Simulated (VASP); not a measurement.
# Al12H in VASP: notebook

Al12H is run at these levels: PBE; tasks: single point.

Everything below comes from runs of VASP 6.6.1. Logs are shortened: lines on timing, memory, paths and dates and some standing lists are left out, and cuts for length are marked.

## Step 1: The cell of the first run

The cell holds a slab with vacuum, 13 atoms: a = 5.714 Å, b = 5.714 Å, c = 21.601 Å, α = 90.00°, β = 90.00°, γ = 120.00°.

## Step 2: Single point, PBE, collinear spin

Input file INCAR:

```
SYSTEM = Al12H
  PREC = Accurate
  ENCUT = 520
  EDIFF = 1E-7
  ISMEAR = 0
  SIGMA = 0.1
  LREAL = .FALSE.
  LASPH = .TRUE.
  NELM = 150
  ALGO = Normal
  ISIF = 2
  LWAVE = .FALSE.
  LCHARG = .FALSE.
  ISPIN = 2
  MAGMOM = 0 0 0 0 0 0 0 0 0 0 0 0 1
  LORBIT = 11
  LDIPOL = .TRUE.
  IDIPOL = 3
  DIPOL = 0.5 0.5 0.312
  GGA = PE
  NBANDS = 34
```

Input file KPOINTS:

```
Automatic mesh
0
G
  6 6 1
  0 0 0
```

Input file POSCAR:

```
Al12H
1.0
    5.7135165838      0.0000000000      0.0000000000
   -2.8567582919      4.9480505065      0.0000000000
    0.0000000000      0.0000000000     21.6013781936
Al H
12 1
Direct
    0.3333333333      0.1666666667      0.1851733702
    0.3333333333      0.6666666667      0.1851733702
    0.8333333333      0.1666666667      0.1851733702
    0.8333333333      0.6666666667      0.1851733702
    0.1666666667      0.3333333333      0.2916813828
    0.1666666667      0.8333333333      0.2916813828
    0.6666666667      0.3333333333      0.2916813828
    0.6666666667      0.8333333333      0.2916813828
    0.0000000000      0.0000000000      0.3981865470
    0.0000000000      0.5000000000      0.3981865470
    0.5000000000      0.0000000000      0.3981865470
    0.5000000000      0.5000000000      0.3981865470
    0.3333333333     -0.3333333333      0.5495657771
```

Potentials or basis: VASP PAW PBE potentials, release 64 (Al, H).

Run with:

```console
> cat potpaw_PBE.64/Al/POTCAR potpaw_PBE.64/H/POTCAR > POTCAR
> mpirun -np 1 vasp_std > vasp.out
```

OUTCAR:

```text
SYSTEM = Al12H
   PREC = Accurate
   ENCUT = 520
   EDIFF = 1E-7
   ISMEAR = 0
   LREAL = .FALSE.
   LASPH = .TRUE.
   NELM = 150
   ISIF = 2
   ISPIN = 2
   LORBIT = 11
   GGA = PE

 ion  position               nearest neighbor table
   1  0.333  0.167  0.185-   5 2.83   6 2.83   7 2.83   4 2.86   2 2.86   2 2.86   4 2.86   3 2.86
                             3 2.86
   2  0.333  0.667  0.185-   6 2.83   5 2.83   8 2.83   3 2.86   1 2.86   1 2.86   3 2.86   4 2.86
                             4 2.86
   3  0.833  0.167  0.185-   7 2.83   8 2.83   5 2.83   4 2.86   2 2.86   4 2.86   2 2.86   1 2.86
                             1 2.86
   4  0.833  0.667  0.185-   8 2.83   7 2.83   6 2.83   3 2.86   1 2.86   3 2.86   1 2.86   2 2.86
                             2 2.86
   5  0.167  0.333  0.292-   9 2.83  12 2.83  10 2.83   1 2.83   2 2.83   3 2.83   8 2.86   6 2.86
                             6 2.86   8 2.86   7 2.86   7 2.86
   6  0.167  0.833  0.292-  10 2.83  11 2.83   9 2.83   2 2.83   1 2.83   4 2.83   7 2.86   5 2.86
                             5 2.86   7 2.86   8 2.86   8 2.86
   7  0.667  0.333  0.292-  11 2.83  10 2.83  12 2.83   3 2.83   4 2.83   1 2.83   8 2.86   6 2.86
                             8 2.86   6 2.86   5 2.86   5 2.86
   8  0.667  0.833  0.292-  12 2.83   9 2.83  11 2.83   4 2.83   3 2.83   2 2.83   7 2.86   5 2.86
                             7 2.86   5 2.86   6 2.86   6 2.86
   9  0.000  0.000  0.398-   5 2.83   8 2.83   6 2.83  10 2.86  12 2.86  10 2.86  12 2.86  11 2.86
                            11 2.86
  10  0.000  0.500  0.398-   6 2.83   7 2.83   5 2.83   9 2.86  11 2.86   9 2.86  11 2.86  12 2.86
                            12 2.86
  11  0.500  0.000  0.398-   7 2.83   6 2.83   8 2.83  10 2.86  12 2.86  12 2.86  10 2.86   9 2.86
                             9 2.86
  12  0.500  0.500  0.398-   8 2.83   5 2.83   7 2.83   9 2.86  11 2.86  11 2.86   9 2.86  10 2.86
                            10 2.86
  13  0.333  0.667  0.550-

  LATTYP: Found a hexagonal cell.
 ALAT       =     5.7135165838
 C/A-ratio  =     3.7807500647

  Lattice vectors:

 A1 = (   5.7135165838,   0.0000000000,   0.0000000000)
 A2 = (  -2.8567582919,   4.9480505065,   0.0000000000)
 A3 = (   0.0000000000,   0.0000000000,  21.6013781936)

Analysis of symmetry for initial positions (statically):
=====================================================================
 Subroutine PRICEL returns:
 Original cell was already a primitive cell.

 Routine SETGRP: Setting up the symmetry group for a
 hexagonal supercell.

 Subroutine GETGRP returns: Found  6 space group operations
 (whereof  6 operations were pure point group operations)
 out of a pool of 24 trial point group operations.

The static configuration has the point symmetry C_3v.

Analysis of symmetry for dynamics (positions and initial velocities):
=====================================================================
 Subroutine PRICEL returns:
 Original cell was already a primitive cell.

 Routine SETGRP: Setting up the symmetry group for a
 hexagonal supercell.

 Subroutine GETGRP returns: Found  6 space group operations
 (whereof  6 operations were pure point group operations)
 out of a pool of 24 trial point group operations.

The dynamic configuration has the point symmetry C_3v.

Analysis of structural, dynamic, and magnetic symmetry:
=====================================================================
 Subroutine PRICEL returns:
 Original cell was already a primitive cell.

 Routine SETGRP: Setting up the symmetry group for a
 hexagonal supercell.

 Subroutine GETGRP returns: Found  6 space group operations
 (whereof  6 operations were pure point group operations)
 out of a pool of 24 trial point group operations.

The overall configuration has the point symmetry C_3v.

 Subroutine INISYM returns: Found  6 space group operations
 (whereof  6 operations are pure point group operations),
 and found     1 'primitive' translations

----------------------------------------------------------------------------------------

[... 51 lines left out ...]
      1     -10.5912      1.00000
      2      -8.8824      1.00000
      3      -6.1833      1.00000
      4      -4.7145      1.00000
      5      -4.7145      1.00000
      6      -4.7144      1.00000
[... 220 lines left out ...]
     29       3.3180      0.00000
     30       3.3189      0.00000
 [bands above 30 left out]

------------------------ aborting loop because EDIFF is reached ----------------------------------------

 vacuum level on the upper side and lower side of the slab       (xc-potential included)         0.004        -0.104

  FORCE on cell =-STRESS in cart. coord.  units (eV):
  Direction    XX          YY          ZZ          XY          YZ          ZX
  --------------------------------------------------------------------------------------
  -------------------------------------------------------------------------------------
  Total       -2.8004455     -2.8004455     -0.2999266      0.0000000      0.0000000      0.0000000
  in kB       -7.3471453     -7.3471453     -0.7868763      0.0000000      0.0000000      0.0000000
  external PRESSURE =      -5.1603890 kB  Pullay stress =       0.0000000 kB

 VOLUME and BASIS-vectors are now :
 -----------------------------------------------------------------------------
  energy-cutoff  :      520.00
  volume of cell :      610.69
      direct lattice vectors                 reciprocal lattice vectors
     5.713516584  0.000000000  0.000000000     0.175023558  0.101049898  0.000000000
    -2.856758292  4.948050506  0.000000000     0.000000000  0.202099796  0.000000000
     0.000000000  0.000000000 21.601378194     0.000000000  0.000000000  0.046293343

 POSITION                                       TOTAL-FORCE (eV/Angst)
 -----------------------------------------------------------------------------------
      1.42838      0.82468      4.00000         0.000195      0.000113      0.001997
     -0.00000      3.29870      4.00000        -0.000000     -0.000000      0.001565
      4.28514      0.82468      4.00000        -0.000195      0.000113      0.001997
      2.85676      3.29870      4.00000        -0.000000     -0.000225      0.001997
      0.00000      1.64935      6.30072         0.000000     -0.003315     -0.000293
     -1.42838      4.12338      6.30072        -0.002871      0.001658     -0.000293
      2.85676      1.64935      6.30072        -0.000000     -0.000000     -0.003849
      1.42838      4.12338      6.30072         0.002871      0.001658     -0.000293
      0.00000      0.00000      8.60138        -0.000000     -0.000000      0.001578
     -1.42838      2.47403      8.60138         0.000468      0.000270      0.024774
      2.85676      0.00000      8.60138        -0.000000     -0.000540      0.024774
      1.42838      2.47403      8.60138        -0.000468      0.000270      0.024774
     -0.00000      3.29870     11.87138        -0.000000     -0.000000     -0.078726
 -----------------------------------------------------------------------------------
    total drift:                                0.000000     -0.000000      0.000013

  FREE ENERGIE OF THE ION-ELECTRON SYSTEM (eV)
  ---------------------------------------------------
  free  energy   TOTEN  =       -43.2803011470 eV

  energy  without entropy=      -43.2486776702  energy(sigma->0) =      -43.26448941

 vacuum level on the upper side and lower side of the slab         3.964         3.854

 total charge

# of ion       s       p       d       tot
------------------------------------------
    1        0.451   0.312   0.000   0.763
    2        0.451   0.312   0.000   0.763
    3        0.451   0.312   0.000   0.763
    4        0.451   0.312   0.000   0.763
    5        0.433   0.345   0.000   0.778
    6        0.433   0.345   0.000   0.778
    7        0.433   0.345   0.000   0.778
    8        0.433   0.345   0.000   0.778
    9        0.451   0.312   0.000   0.763
   10        0.451   0.311   0.000   0.762
   11        0.451   0.311   0.000   0.762
   12        0.451   0.311   0.000   0.762
   13        0.378   0.000   0.000   0.378
--------------------------------------------------
tot          5.720   3.874   0.000   9.594

 magnetization (x)

# of ion       s       p       d       tot
------------------------------------------
    1       -0.000   0.000   0.000   0.000
    2        0.000   0.002   0.000   0.002
    3       -0.000   0.000   0.000   0.000
    4       -0.000   0.000   0.000   0.000
    5        0.000   0.000   0.000   0.001
    6        0.000   0.000   0.000   0.001
    7       -0.000   0.000   0.000   0.000
    8        0.000   0.000   0.000   0.001
    9       -0.001  -0.000   0.000  -0.001
   10        0.001  -0.000   0.000   0.001
   11        0.001  -0.000   0.000   0.001
   12        0.001  -0.000   0.000   0.001
   13        0.370   0.000   0.000   0.370
--------------------------------------------------
tot          0.372   0.004   0.000   0.376
```

Wall time 7.3 min (1 thread of AMD EPYC 9R45 (Zen 5), shared host); peak memory 0.89 GiB.

Results:

- Free energy: -43.2803 eV
- Largest force: 0.079 eV/Å
- Band gap on the k mesh: zero (filled and empty bands overlap)
- Net moment: 0.98 μB per cell
- Site moments: Al +0.00, -0.00 (each value once); H +0.37 μB
- Valence electrons inside the program's atomic spheres: Al 0.76, 0.78 (each value once); H 0.38

Forces on the atoms (eV/Å):
```
Al   0.000  0.000  0.002
Al   0.000  0.000  0.002
Al   0.000  0.000  0.002
Al   0.000  0.000  0.002
Al   0.000 -0.003  0.000
Al  -0.003  0.002  0.000
Al   0.000  0.000 -0.004
Al   0.003  0.002  0.000
Al   0.000  0.000  0.002
Al   0.000  0.000  0.025
Al   0.000 -0.001  0.025
Al   0.000  0.000  0.025
H    0.000  0.000 -0.079
```

Levels at points of the mesh, in eV from the Fermi level:
Spin up:
| k point | band 15 | band 16 | band 17 | band 18 | band 19 | band 20 | band 21 | band 22 | band 23 | band 24 |
| --- | --- | --- | --- | --- | --- | --- | --- | --- | --- | --- |
| (0.00, 0.00, 0.00) | -2.73 | -2.73 | -2.71 | -0.38 | -0.38 | -0.38 | -0.15 | -0.15 | -0.15 | 0.64 |
| (0.50, 0.00, 0.00) | -1.56 | -0.49 | -0.49 | -0.22 | -0.22 | 0.94 | 0.94 | 1.31 | 1.33 | 1.65 |
Spin down:
| k point | band 14 | band 15 | band 16 | band 17 | band 18 | band 19 | band 20 | band 21 | band 22 | band 23 |
| --- | --- | --- | --- | --- | --- | --- | --- | --- | --- | --- |
| (0.00, 0.00, 0.00) | -2.73 | -2.73 | -2.73 | -0.40 | -0.39 | -0.39 | -0.15 | -0.15 | -0.15 | 0.30 |
| (0.50, 0.00, 0.00) | -1.64 | -0.49 | -0.49 | -0.22 | -0.22 | 0.92 | 0.94 | 1.18 | 1.31 | 1.42 |

Caveat: a moment this small can come from the mesh or the smearing.

## Step 3: Single point, PBE, collinear spin

Input file INCAR:

```
SYSTEM = Al12H
PREC     = Accurate       ! precision mode
ENCUT    = 520            ! plane-wave cutoff, eV
EDIFF    = 1E-7           ! SCF threshold, eV
ISMEAR   = 0              ! smearing method
SIGMA    = 0.1            ! smearing width, eV
LREAL    = .FALSE.        ! projectors in reciprocal space
LASPH    = .TRUE.         ! aspherical terms in the spheres
NELM     = 150            ! most SCF steps
ALGO     = Normal         ! electronic algorithm
ISIF     = 2              ! what is computed and relaxed
LWAVE    = .FALSE.        ! write WAVECAR
LCHARG   = .FALSE.        ! write CHGCAR
ISPIN    = 2              ! spin polarisation
MAGMOM   = 0 0 0 0 0 0 0 0 0 0 0 0 1 ! initial moments
LORBIT   = 11             ! projections on sites
LDIPOL   = .TRUE.       
IDIPOL   = 3            
DIPOL    = 0.5 0.5 0.301
GGA      = PE             ! functional
NBANDS   = 34             ! bands
```

Input file KPOINTS:

```
regular mesh
0
G
  6 6 1
  0 0 0
```

Edit POSCAR of step 2 so:

```diff
@@ -20,2 +20,2 @@
     0.5000000000      0.5000000000      0.3981865470
-    0.3333333333     -0.3333333333      0.5495657771
+    0.1666666667     -0.1666666667      0.4069822821
```

Potentials or basis: VASP PAW PBE potentials, release 64 (Al, H).

Run with:

```console
> cat potpaw_PBE.64/Al/POTCAR potpaw_PBE.64/H/POTCAR > POTCAR
> mpirun -np 1 vasp_std > vasp.out
```

Run time: 7.2 min. Hardware: 1 thread of AMD EPYC 9R45 (Zen 5), shared host; peak memory 0.9 GiB.

It converged, with:

| Item | Value |
| --- | --- |
| Free energy | -44.4130 eV |
| Largest force | 1.444 eV/Å |
| Net moment | 0.00 μB per cell |
| Valence electrons inside the program's atomic spheres | Al 0.76, 0.78, 0.79, 0.77 (each value once); H 0.65 |

Forces on the atoms (eV/Å):
```
Al   0.000  0.041 -0.057
Al   0.035 -0.020 -0.057
Al   0.000  0.000 -0.108
Al  -0.035 -0.020 -0.057
Al  -0.016 -0.009  0.034
Al   0.000  0.000 -0.461
Al   0.016 -0.009  0.034
Al   0.000  0.018  0.034
Al  -1.244  0.718 -0.145
Al   0.000 -1.437 -0.145
Al   1.244  0.718 -0.145
Al   0.000  0.000  0.143
H    0.000  0.000  0.929
```

Levels at points of the mesh, in eV from the Fermi level:
Spin up:
| k point | band 16 | band 17 | band 18 | band 19 | band 20 | band 21 |
| --- | --- | --- | --- | --- | --- | --- |
| (0.00, 0.00, 0.00) | -2.78 | -1.20 | -0.57 | -0.57 | -0.42 | -0.20 |
| (0.50, 0.00, 0.00) | -0.56 | -0.56 | -0.38 | 0.29 | 0.76 | 1.03 |
Spin down:
| k point | band 16 | band 17 | band 18 | band 19 | band 20 | band 21 |
| --- | --- | --- | --- | --- | --- | --- |
| (0.00, 0.00, 0.00) | -2.78 | -1.20 | -0.57 | -0.57 | -0.42 | -0.20 |
| (0.50, 0.00, 0.00) | -0.56 | -0.56 | -0.38 | 0.29 | 0.76 | 1.03 |

## Step 4: Single point, PBE, collinear spin

Input file INCAR:

```
PREC = Accurate ; ENCUT = 520
EDIFF = 1E-6 ; ISMEAR = 0
SIGMA = 0.1 ; LREAL = F
LASPH = T ; NELM = 150
ALGO = Normal ; ISIF = 2
LWAVE = F ; LCHARG = F
ISPIN = 2 ; MAGMOM = 0 0 0 0 0 0 0 0 0 0 0 0 1
LORBIT = 11 ; LDIPOL = T
IDIPOL = 3 ; DIPOL = 0.5 0.5 0.312
GGA = PE ; NBANDS = 34
```

Input file KPOINTS:

```
regular mesh
0
Gamma
  6 6 1
```

Edit POSCAR of step 3 so:

```diff
@@ -20,2 +20,2 @@
     0.5000000000      0.5000000000      0.3981865470
-    0.1666666667     -0.1666666667      0.4069822821
+    0.0000000000      0.0000000000      0.5495657771
```

Run with:

```console
> cat potpaw_PBE.64/Al/POTCAR potpaw_PBE.64/H/POTCAR > POTCAR
> mpirun -np 1 vasp_std > vasp.out
```

It took 7.7 min on 1 thread of AMD EPYC 9R45 (Zen 5), shared host; peak memory 0.9 GiB.

Results (log left out):

* Free energy: -43.2888 eV
* Largest force: 0.122 eV/Å
* Net moment: 0.95 μB per cell
* Site moments: Al +0.00, -0.00 (each value once); H +0.37 μB
* Valence electrons inside the program's atomic spheres: Al 0.76, 0.78 (each value once); H 0.38

Forces in eV/Å, atoms in the order of the input:
```
Al   0.006  0.004  0.000
Al   0.000  0.000  0.003
Al  -0.006  0.004  0.000
Al   0.000 -0.007  0.000
Al   0.000  0.009  0.000
Al   0.008 -0.004  0.000
Al   0.000  0.000 -0.003
Al  -0.008 -0.004  0.000
Al   0.000  0.000  0.117
Al   0.003  0.002  0.002
Al   0.000 -0.003  0.002
Al  -0.003  0.002  0.002
H    0.000  0.000 -0.122
```

Levels at points of the mesh, in eV from the Fermi level:
Spin up:
```csv
k point,band 15,band 16,band 17,band 18,band 19,band 20,band 21,band 22,band 23,band 24
"(0.00, 0.00, 0.00)",-2.73,-2.73,-2.71,-0.38,-0.38,-0.37,-0.15,-0.15,-0.14,0.65
"(0.50, 0.00, 0.00)",-1.55,-0.49,-0.49,-0.22,-0.21,0.94,0.95,1.32,1.34,1.65
```
Spin down:
```tsv
k point	band 14	band 15	band 16	band 17	band 18	band 19	band 20	band 21	band 22	band 23
(0.00, 0.00, 0.00)	-2.74	-2.73	-2.73	-0.42	-0.38	-0.38	-0.16	-0.15	-0.15	0.28
(0.50, 0.00, 0.00)	-1.64	-0.49	-0.49	-0.22	-0.22	0.89	0.94	1.07	1.32	1.40
```

Caveat: a moment this small can come from the mesh or the smearing.

## Step 5: Single point, PBE, collinear spin

Input file INCAR:

```
SYSTEM = Al12H
  PREC = Accurate
  ENCUT = 520
  EDIFF = 1E-6
  ISMEAR = 0
  SIGMA = 0.1
  LREAL = .False.
  LASPH = .True.
  NELM = 150
  ALGO = Normal
  ISIF = 2
  LWAVE = .False.
  LCHARG = .False.
  ISPIN = 2
  MAGMOM = 0 0 0 0 0 0 0 0 0 0 0 0 1
  LORBIT = 11
  LDIPOL = .True.
  IDIPOL = 3
  DIPOL = 0.5 0.5 0.299
  GGA = PE
  NBANDS = 34
```

Input file KPOINTS:

```
regular mesh
0
Gamma
  6 6 1
  0 0 0
```

Edit POSCAR of step 4 so:

```diff
@@ -20,2 +20,2 @@
     0.5000000000      0.5000000000      0.3981865470
-    0.0000000000      0.0000000000      0.5495657771
+    0.1666666667     -0.1666666667      0.3842985443
```

Run with:

```console
> cat potpaw_PBE.64/Al/POTCAR potpaw_PBE.64/H/POTCAR > POTCAR
> mpirun -np 1 vasp_std > vasp.out
```

It took 6.7 min on 1 thread of AMD EPYC 9R45 (Zen 5), shared host; peak memory 0.89 GiB.

Results (log left out):

```
Free energy                                           : -44.2858 eV
Largest force                                         : 1.412 eV/Å
Net moment                                            : 0.00 μB per cell
Valence electrons inside the program's atomic spheres : Al 0.76, 0.78 (each value once); H 0.65
```

Forces on the atoms (eV/Å):
```
Al   0.000  0.026 -0.061
Al   0.022 -0.013 -0.061
Al   0.000  0.000 -0.085
Al  -0.022 -0.013 -0.061
Al  -0.001 -0.001  0.028
Al   0.000  0.000 -0.615
Al   0.001 -0.001  0.028
Al   0.000  0.001  0.028
Al  -1.184  0.683  0.355
Al   0.000 -1.367  0.355
Al   1.184  0.683  0.355
Al   0.000  0.000  0.126
H    0.000  0.000 -0.395
```

Levels at points of the mesh, in eV from the Fermi level:
Spin up:
```tsv
k point	band 15	band 16	band 17	band 18	band 19	band 20	band 21	band 22
(0.00, 0.00, 0.00)	-2.95	-2.79	-0.82	-0.52	-0.52	-0.41	-0.19	-0.19
(0.50, 0.00, 0.00)	-0.93	-0.65	-0.57	-0.40	0.28	0.77	1.13	1.23
```
Spin down:
| k point | band 15 | band 16 | band 17 | band 18 | band 19 | band 20 | band 21 | band 22 |
| --- | --- | --- | --- | --- | --- | --- | --- | --- |
| (0.00, 0.00, 0.00) | -2.95 | -2.79 | -0.82 | -0.52 | -0.52 | -0.41 | -0.19 | -0.19 |
| (0.50, 0.00, 0.00) | -0.93 | -0.65 | -0.57 | -0.40 | 0.28 | 0.77 | 1.13 | 1.23 |

## Step 6: Overview

```csv
cell,gap on the mesh (eV),moment (μB),largest force (eV/Å)
"as given, atomic positions A",none,0.98,0.08
"as given, atomic positions B",none,0.00,1.44
"as given, atomic positions C",none,0.95,0.12
"as given, atomic positions D",none,0.00,1.41
```

Alike in all rows: task single point; level PBE; potentials or basis VASP PAW PBE potentials, release 64 (Al, H); spin collinear; k mesh 6 × 6 × 1; cutoff (eV) 520; smearing gaussian 0.1 eV.

Caveats: a moment this small can come from the mesh or the smearing (at least some runs).

Absolute energies hang on the potentials; compare differences alone.
